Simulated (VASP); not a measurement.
Wanted: the native input for a VASP 6.6.1 run.

| Quantity | Value |
| --- | --- |
| Task | single point |
| Functional | PBEsol |
| Potentials or basis | VASP PAW PBE potentials, release 64 (Mg, O) |
| Cutoff | 520 eV |
| k mesh | 8 × 5 × 1 |
| Occupations | gaussian, width 0.1 eV |
| Spin | no spin polarisation |
| Dipole correction | yes |
| Further INCAR settings | ALGO = Normal; EDIFF = 1e-07; NBANDS = 15 |

The structure of Mg4O lies in POSCAR:

```
Mg4O
1.0
    3.1881999939      0.0000000000      0.0000000000
    0.0000000000      5.1084658709      0.0000000000
    0.0000000000      0.0000000000     19.1358427726
Mg O
4 1
Direct
    0.0000000000      0.7500000000      0.2090318178
    0.5000000000      0.2500000000      0.2571276385
    0.5000000000      0.7500000000      0.3576109084
    0.0000000000      0.2500000000      0.3990335238
    0.0000000000      0.3750000000      0.4859436434
```

The input as run:

INCAR

```
PREC = Accurate
ENCUT = 520
EDIFF = 1E-7
ISMEAR = 0
SIGMA = 0.1
LREAL = False
LASPH = True
NELM = 80
ALGO = Normal
ISIF = 2
LWAVE = False
LCHARG = False
LDIPOL = True
IDIPOL = 3
DIPOL = 0.5 0.5 0.342
GGA = PS
NBANDS = 15
```

KPOINTS

```
Automatic mesh
0
Gamma
  8 5 1
```

Potentials or basis: VASP PAW PBE potentials, release 64 (Mg, O).

Run with:

```sh
$ cat potpaw_PBE.64/Mg/POTCAR potpaw_PBE.64/O/POTCAR > POTCAR
$ mpirun -np 1 vasp_std > vasp.out
```

It gave:

- Largest force: 0.933 eV/Å
- Band gap on the k mesh: zero (bands 7 and 8 overlap by 0.30 eV)

Caveat: the PAW data sets were made with another functional, which shifts forces and pressure a little.

Run time: 79 s on 1 thread of Intel(R) Xeon(R) 6975P-C (Granite Rapids), on a shared host, peak memory 0.36 GiB.
